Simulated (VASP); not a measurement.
# Hf (I4_1/amd) in VASP: a series of runs

Runs on Hf. Level: PBE. Tasks: single point.

Everything below comes from runs of VASP 6.6.1. Logs are shortened: lines on timing, memory, paths and dates and some standing lists are left out, and cuts for length are marked.

## 1. The cell of the first run

The structure is tetragonal, space group I4_1/amd (No. 141). The conventional cell has a = 4.352 Å, b = 4.352 Å, c = 2.388 Å, α = 90.00°, β = 90.00°, γ = 90.00°. Within 3.0 Å of Hf (site symmetry -4m2) lie 10 Hf at 2.26 to 2.82 Å.

## 2. Single point, PBE

Contents of INCAR:

```
PREC     = Accurate       # precision mode
ENCUT    = 520            # plane-wave cutoff, eV
EDIFF    = 1E-6           # SCF threshold, eV
ISMEAR   = -1             # smearing method
SIGMA    = 0.1            # smearing width, eV
LREAL    = False          # projectors in reciprocal space
LASPH    = True           # aspherical terms in the spheres
NELM     = 80             # most SCF steps
ALGO     = Normal         # electronic algorithm
ISIF     = 2              # what is computed and relaxed
LWAVE    = False          # write WAVECAR
LCHARG   = False          # write CHGCAR
GGA      = PE             # functional
NBANDS   = 17             # bands
```

Contents of KPOINTS:

```
Automatic mesh
0
Gamma
  18 18 18
```

Contents of POSCAR:

```
Hf
1.0
   -2.1759697277      2.1759697277      1.1940748257
    2.1759697277     -2.1759697277      1.1940748257
    2.1759697277      2.1759697277     -1.1940748257
Hf
2
Direct
   -0.3750000000     -0.1250000000     -0.2500000000
    0.3750000000      0.1250000000      0.2500000000
```

Potentials or basis: VASP PAW PBE potentials, release 64 (Hf_pv).

Run with:

```bash
> cat potpaw_PBE.64/Hf_pv/POTCAR > POTCAR
> mpirun -np 1 vasp_std > vasp.out
```

OUTCAR:

```text
PREC = Accurate
   ENCUT = 520
   EDIFF = 1E-6
   ISMEAR = -1
   LREAL = False
   LASPH = True
   NELM = 80
   ISIF = 2
   GGA = PE

 ion  position               nearest neighbor table
   1  0.625  0.875  0.750-   2 2.26   2 2.26   2 2.26   2 2.26   2 2.82   2 2.82   2 2.82   2 2.82
                             2 3.69   2 3.69
   2  0.375  0.125  0.250-   1 2.26   1 2.26   1 2.26   1 2.26   1 2.82   1 2.82   1 2.82   1 2.82
                             1 3.69   1 3.69

  LATTYP: Found a body centered tetragonal cell.
 ALAT       =     4.3519394554
 C/A-ratio  =     0.5487552563

  Lattice vectors:

 A1 = (  -2.1759697277,   2.1759697277,   1.1940748257)
 A2 = (   2.1759697277,  -2.1759697277,   1.1940748257)
 A3 = (   2.1759697277,   2.1759697277,  -1.1940748257)

Analysis of symmetry for initial positions (statically):
=====================================================================
 Subroutine PRICEL returns:
 Original cell was already a primitive cell.

 Routine SETGRP: Setting up the symmetry group for a
 body centered tetragonal supercell.

 Subroutine GETGRP returns: Found 16 space group operations
 (whereof  4 operations were pure point group operations)
 out of a pool of 16 trial point group operations.

The static configuration has the point symmetry C_2h.
 The point group associated with its full space group is D_4h.

Analysis of symmetry for dynamics (positions and initial velocities):
=====================================================================
 Subroutine PRICEL returns:
 Original cell was already a primitive cell.

 Routine SETGRP: Setting up the symmetry group for a
 body centered tetragonal supercell.

 Subroutine GETGRP returns: Found 16 space group operations
 (whereof  4 operations were pure point group operations)
 out of a pool of 16 trial point group operations.

The dynamic configuration has the point symmetry C_2h.
 The point group associated with its full space group is D_4h.

 Subroutine INISYM returns: Found 16 space group operations
 (whereof  4 operations are pure point group operations),
 and found     1 'primitive' translations

----------------------------------------------------------------------------------------

                                     Primitive cell

  volume of cell :      22.6150

  direct lattice vectors                    reciprocal lattice vectors
    -2.175969728  2.175969728  1.194074826     0.000000000  0.229782608  0.418734228
     2.175969728 -2.175969728  1.194074826     0.229782608  0.000000000  0.418734228
     2.175969728  2.175969728 -1.194074826     0.229782608  0.229782608  0.000000000

  length of vectors
     3.300833713  3.300833713  3.300833713     0.477638358  0.477638358  0.324961681

  position of ions in fractional coordinates (direct lattice)
     0.625000000  0.875000000  0.750000000
     0.375000000  0.125000000  0.250000000

  ion indices of the primitive-cell ions
   primitive index   ion index
                 1           1
                 2           2

----------------------------------------------------------------------------------------

 KPOINTS: Automatic mesh

Automatic generation of k-mesh.
 Grid dimensions read from file:
 generate k-points for:   18   18   18

 Generating k-lattice:

  Cartesian coordinates                     Fractional coordinates (reciprocal lattice)
     0.000000000  0.012765700  0.023263013     0.055555556  0.000000000 -0.000000000
     0.012765700  0.000000000  0.023263013     0.000000000  0.055555556 -0.000000000
     0.012765700  0.012765700  0.000000000     0.000000000  0.000000000  0.055555556

  Length of vectors
     0.026535464  0.026535464  0.018053427

  Shift w.r.t. Gamma in fractional coordinates (k-lattice)
     0.000000000  0.000000000  0.000000000

 Subroutine IBZKPT returns following result:
 ===========================================

 Found    480 irreducible k-points:

 Following reciprocal coordinates:
            Coordinates               Weight
  0.000000  0.000000  0.000000      1.000000
  0.055556  0.000000 -0.000000      8.000000
  0.111111  0.000000 -0.000000      8.000000
  0.166667  0.000000  0.000000      8.000000
  0.222222  0.000000  0.000000      8.000000
  0.277778  0.000000 -0.000000      8.000000
[... 16 lines left out ...]
 -0.277778  0.055556  0.000000     16.000000
 -0.222222  0.055556  0.000000     16.000000
 [... further k-points ...]
   k-points           NKPTS =    480   k-points in BZ     NKDIM =    480   number of bands    NBANDS=     17
   number of dos      NEDOS =    301   number of ions     NIONS =      2
   total plane-waves  NPLWV =  21952
   dimension x,y,z NGX =    28 NGY =   28 NGZ =   28
   dimension x,y,z NGXF=    56 NGYF=   56 NGZF=   56
   ions per type =               2
   NGX,Y,Z   is equivalent  to a cutoff of  14.10, 14.10, 14.10 a.u.
   NGXF,Y,Z  is equivalent  to a cutoff of  28.20, 28.20, 28.20 a.u.
 SYSTEM =  unknown system
   PREC   = accura    normal or accurate (medium, high low for compatibility)
   ISTART =      0    job   : 0-new  1-cont  2-samecut
   ICHARG =      2    charge: 1-file 2-atom 10-const
   ISPIN  =      1    spin polarized calculation?
   LNONCOLLINEAR =      F non collinear calculations
   LSORBIT =      F    spin-orbit coupling
   LASPH  =      T    aspherical Exc in radial PAW
   ENCUT  =  520.0 eV  38.22 Ry    6.18 a.u.   6.14  6.14  6.14*2*pi/ulx,y,z
   NELM   =     80;   NELMIN=  2; NELMDL= -5     # of ELM steps
   EDIFF  = 0.1E-05   stopping-criterion for ELM
   LREAL  =      F    real-space projection
   EDIFFG = 0.1E-04   stopping-criterion for IOM
   NSW    =      0    number of steps for IOM
   IBRION =     -1    ionic relax: 0-MD 1-quasi-New 2-CG
   NFREE  =      0    steps in history (QN), initial steepest desc. (CG)
   ISIF   =      2    stress and relaxation
   ISYM   =      2    0-nonsym 1-usesym 2-fastsym
   POTIM  = 0.5000    time-step for ionic-motion
   TEBEG  =    0.0;   TEEND  =   0.0 temperature during run
   PSTRESS=    0.0 pullay stress
   NELECT =      20.0000    total number of electrons
   NUPDOWN=      -1.0000    fix difference up-down
   EMIN   =  10.00;   EMAX   =-10.00  energy-range for DOS
   EFERMI =   0.00;   METHOD = LEGACY
   ISMEAR =    -1;   SIGMA  =   0.10  broadening in eV -4-tet -1-fermi 0-gaus
   EFERMI_NEDOS =   21; number of points for ismear=-14 and -15
   IALGO  =     38    algorithm
   IMIX   =      4    mixing-type and parameters
     AMIX     =   0.40;   BMIX     =  1.00
     AMIX_MAG =   1.60;   BMIX_MAG =  1.00
  volume/ion in A,a.u.               =      11.31        76.31
  Fermi-wavevector in a.u.,A,eV,Ry     =   1.571396  2.969509 33.596684  2.469287
  Thomas-Fermi vector in A             =   2.672987
   LORBIT       =      0    0 simple, 1 ext, 2 COOP (PROOUT), +10 PAW based schemes
   GGA     = PE    functional components
   LHFCALC =     F    Hartree Fock is set to
   AEXX    =    0.0000 exact exchange contribution
   IVDW    =     0    specifies the selected vdW correction
   LEPSILON=     F    determine dielectric tensor
   LRPA    =     F    only Hartree local field effects (RPA)
 non-spin polarized calculation
  energy-cutoff  :      520.00
  volume of cell :       22.62
 maximum number of plane-waves:       626
 NGX is ok and might be reduce to    28
   NGX = 13   NGY = 13   NGZ = 13

 number of electron      20.0000003 magnetization

 Free energy of the ion-electron system (eV)
  ---------------------------------------------------
  ext. energy  EPLUGINS =         0.00000000
  ---------------------------------------------------
  free energy    TOTEN  =        -8.65219220 eV

  energy without entropy =       -8.61316596  energy(sigma->0) =       -8.63267908

 E-fermi :  10.2630     XC(G=0): -14.7891

 val. band max:       10.2612739905   @ k =  -0.4444  -0.4444   0.3889
 cond. band min:      10.2684242423   @ k =  -0.2222   0.3889   0.2222
 fundamental gap:      0.0071502518
 Fermi energy:        10.2629708171

 k-point     1 :       0.0000    0.0000    0.0000
  band No.  band energies     occupation
      1     -22.3740      2.00000
      2     -22.3740      2.00000
      3     -17.2716      2.00000
      4     -17.1998      2.00000
      5     -17.0794      2.00000
      6     -17.0794      2.00000
[... 9 lines left out ...]
     16      24.7420      0.00000
     17      25.0175      0.00000

 k-point     2 :       0.0556    0.0000   -0.0000
  band No.  band energies     occupation
      1     -22.3628      2.00000
      2     -22.3157      2.00000
      3     -17.4801      2.00000
      4     -17.3903      2.00000
      5     -17.0864      2.00000
      6     -17.0723      2.00000
[... 9 lines left out ...]
     16      24.5522      0.00000
     17      24.8707      0.00000

 k-point     3 :       0.1111    0.0000   -0.0000
  band No.  band energies     occupation
      1     -22.3299      2.00000
      2     -22.1484      2.00000
      3     -18.0165      2.00000
      4     -17.8723      2.00000
      5     -17.1891      2.00000
      6     -17.0528      2.00000
[... 9 lines left out ...]
     16      24.0598      0.00000
     17      24.1728      0.00000

 k-point     4 :       0.1667    0.0000    0.0000
  band No.  band energies     occupation
      1     -22.2774      2.00000
      2     -21.8976      2.00000
      3     -18.7979      2.00000
      4     -18.4912      2.00000
      5     -17.3822      2.00000
      6     -17.0252      2.00000
[... 9 lines left out ...]
     16      23.4198      0.00000
     17      24.7069      0.00000

 k-point     5 :       0.2222    0.0000    0.0000
  band No.  band energies     occupation
      1     -22.2094      2.00000
      2     -21.6222      2.00000
      3     -19.6628      2.00000
      4     -19.1411      2.00000
      5     -17.6275      2.00000
      6     -16.9951      2.00000
[... 9 lines left out ...]
     16      22.5283      0.00000
     17      25.0445      0.00000

 k-point     6 :       0.2778    0.0000   -0.0000
  band No.  band energies     occupation
      1     -22.1324      2.00000
      2     -21.4781      2.00000
      3     -20.4378      2.00000
      4     -19.6649      2.00000
      5     -17.8916      2.00000
      6     -16.9686      2.00000
[... 9 lines left out ...]
     16      21.3245      0.00000
     17      24.8888      0.00000

 k-point     7 :       0.3333    0.0000    0.0000
  band No.  band energies     occupation
      1     -22.0553      2.00000
      2     -21.7365      2.00000
      3     -20.9609      2.00000
      4     -19.8310      2.00000
      5     -18.1491      2.00000
      6     -16.9492      2.00000
[... 9 lines left out ...]
     16      19.8025      0.00000
     17      24.4872      0.00000

 k-point     8 :       0.3889    0.0000   -0.0000
  band No.  band energies     occupation
      1     -22.1960      2.00000
      2     -21.9886      2.00000
      3     -21.3332      2.00000
      4     -19.6676      2.00000
      5     -18.3824      2.00000
      6     -16.9380      2.00000
[... 9 lines left out ...]
     16      21.7233      0.00000
     17      24.0639      0.00000
[... 203 lines left out ...]
      1     -22.5888      2.00000
      2     -21.8943      2.00000
      3     -21.5992      2.00000
      4     -19.3400      2.00000
      5     -18.6714      2.00000
      6     -16.9443      2.00000
[... 9 lines left out ...]
     16      21.2961      0.00000
     17      25.0600      0.00000

 k-point    20 :      -0.4444    0.0556    0.0000
  band No.  band energies     occupation
      1     -22.3032      2.00000
      2     -21.9241      2.00000
      3     -21.3599      2.00000
      4     -19.3624      2.00000
      5     -18.6823      2.00000
      6     -16.9398      2.00000
[... 9 lines left out ...]
     16      21.4842      0.00000
     17      23.3975      0.00000

 k-point    21 :      -0.3889    0.0556    0.0000
  band No.  band energies     occupation
      1     -22.1306      2.00000
      2     -21.6924      2.00000
      3     -21.0052      2.00000
      4     -19.5303      2.00000
      5     -18.4827      2.00000
      6     -16.9458      2.00000
[... 9 lines left out ...]
     16      19.3677      0.00000
     17      23.8623      0.00000

 k-point    22 :      -0.3333    0.0556    0.0000
  band No.  band energies     occupation
      1     -22.1825      2.00000
      2     -21.3312      2.00000
      3     -20.5424      2.00000
      4     -19.4954      2.00000
      5     -18.2011      2.00000
      6     -16.9640      2.00000
[... 9 lines left out ...]
     16      20.4521      0.00000
     17      24.5089      0.00000

 k-point    23 :      -0.2778    0.0556    0.0000
  band No.  band energies     occupation
      1     -22.2520      2.00000
      2     -21.3989      2.00000
      3     -19.8200      2.00000
      4     -19.0797      2.00000
      5     -17.8886      2.00000
      6     -16.9926      2.00000
[... 9 lines left out ...]
     16      21.7173      0.00000
     17      24.8177      0.00000

 k-point    24 :      -0.2222    0.0556    0.0000
  band No.  band energies     occupation
      1     -22.3098      2.00000
      2     -21.6883      2.00000
      3     -18.9819      2.00000
      4     -18.4767      2.00000
      5     -17.5770      2.00000
      6     -17.0245      2.00000
[... 9 lines left out ...]
     16      22.6838      0.00000
     17      24.2970      0.00000

 [... further k-points ...]
[... 5 lines left out ...]
  --------------------------------------------------------------------------------------
  -------------------------------------------------------------------------------------
  Total       34.4235906     34.4235906     34.7320428      0.0000000     -0.0000000      0.0000000
  in kB     2438.7625552   2438.7625552   2460.6150637      0.0000000     -0.0000000      0.0000000
  external PRESSURE =    2446.0467247 kB  Pullay stress =       0.0000000 kB

 VOLUME and BASIS-vectors are now :
 -----------------------------------------------------------------------------
  energy-cutoff  :      520.00
  volume of cell :       22.62
      direct lattice vectors                 reciprocal lattice vectors
    -2.175969728  2.175969728  1.194074826     0.000000000  0.229782608  0.418734228
     2.175969728 -2.175969728  1.194074826     0.229782608  0.000000000  0.418734228
     2.175969728  2.175969728 -1.194074826     0.229782608  0.229782608  0.000000000

 POSITION                                       TOTAL-FORCE (eV/Angst)
 -----------------------------------------------------------------------------------
      2.17597      1.08798      0.89556         0.000000     -0.000000     -0.000000
      0.00000      1.08798      0.29852        -0.000000      0.000000      0.000000
 -----------------------------------------------------------------------------------
    total drift:                                0.000000      0.000000     -0.000000

  FREE ENERGIE OF THE ION-ELECTRON SYSTEM (eV)
  ---------------------------------------------------
  free  energy   TOTEN  =        -8.6521921956 eV

  energy  without entropy=       -8.6131659599  energy(sigma->0) =       -8.63267908
```

It took 3 min on 1 thread of Intel Xeon Platinum 8259CL at 2.50GHz (Skylake/Cascade Lake), shared host; peak memory 0.28 GiB.

What came out:

```yaml
Free_energy: -8.6522 eV
Pressure: 244.6 GPa
Band_gap_on_the_k_mesh: zero (bands 10 and 11 overlap by 3.37 eV)
```

Stress tensor (GPa, compression positive):
```
243.88   0.00   0.00
  0.00 243.88   0.00
  0.00   0.00 246.06
```

Caveat: the cell stands under pressure; spin-orbit coupling is left out, which moves the levels of the heavy elements.

## 3. Single point, PBE

Contents of INCAR:

```
SYSTEM = Hf
ALGO     = Normal         ! electronic algorithm
EDIFF    = 1E-6           ! SCF threshold, eV
ENCUT    = 520            ! plane-wave cutoff, eV
GGA      = PE             ! functional
ISIF     = 2              ! what is computed and relaxed
ISMEAR   = -1             ! smearing method
LASPH    = .TRUE.         ! aspherical terms in the spheres
LCHARG   = .TRUE.         ! write CHGCAR
LELF     = .TRUE.         ! ELF
LREAL    = .FALSE.        ! projectors in reciprocal space
LVHAR    = .TRUE.       
LWAVE    = .FALSE.        ! write WAVECAR
NBANDS   = 17             ! bands
NELM     = 60             ! most SCF steps
PREC     = Accurate       ! precision mode
SIGMA    = 0.1            ! smearing width, eV
```

Contents of KPOINTS:

```
k-points
0
G
  18 18 18
  0 0 0
```

Contents of POSCAR:

```
Hf
1.0
   -2.1763115263      2.1763115263      1.1943947986
    2.1763115263     -2.1763115263      1.1943947986
    2.1763115263      2.1763115263     -1.1943947986
Hf
2
Direct
   -0.3750000000     -0.1250000000     -0.2500000000
    0.3750000000      0.1250000000      0.2500000000
```

Potentials or basis: VASP PAW PBE potentials, release 64 (Hf_pv).

Run with:

```bash
> cat potpaw_PBE.64/Hf_pv/POTCAR > POTCAR
> mpirun -np 1 vasp_std > vasp.out
```

It took 3.2 min on 1 thread of Intel Xeon Platinum 8259CL at 2.50GHz (Skylake/Cascade Lake), shared host; peak memory 0.29 GiB.

The run converged. Its results:

* Free energy: -8.6723 eV
* Pressure: 244.1 GPa
* Band gap on the k mesh: zero (bands 10 and 11 overlap by 3.36 eV)

Stress tensor (GPa, compression positive):
```
243.41   0.00   0.00
  0.00 243.41   0.00
  0.00   0.00 245.51
```

Levels at points of the mesh, in eV from the Fermi level:
```tsv
k point	band 7	band 8	band 9	band 10	band 11	band 12	band 13	band 14
(0.00, 0.00, 0.00)	-8.28	-7.67	-3.28	-2.36	-0.97	5.20	5.20	5.91
(0.50, 0.00, 0.00)	-6.07	-5.43	-2.79	0.10	1.64	3.76	5.42	5.54
(0.50, 0.50, 0.00)	-4.13	-4.13	-1.51	-1.51	2.79	2.79	5.44	5.44
(0.50, 0.50, 0.50)	-3.96	-3.96	-0.19	-0.19	3.48	3.48	5.13	5.13
```

Caveat: the cell stands under pressure; spin-orbit coupling is left out, which moves the levels of the heavy elements.
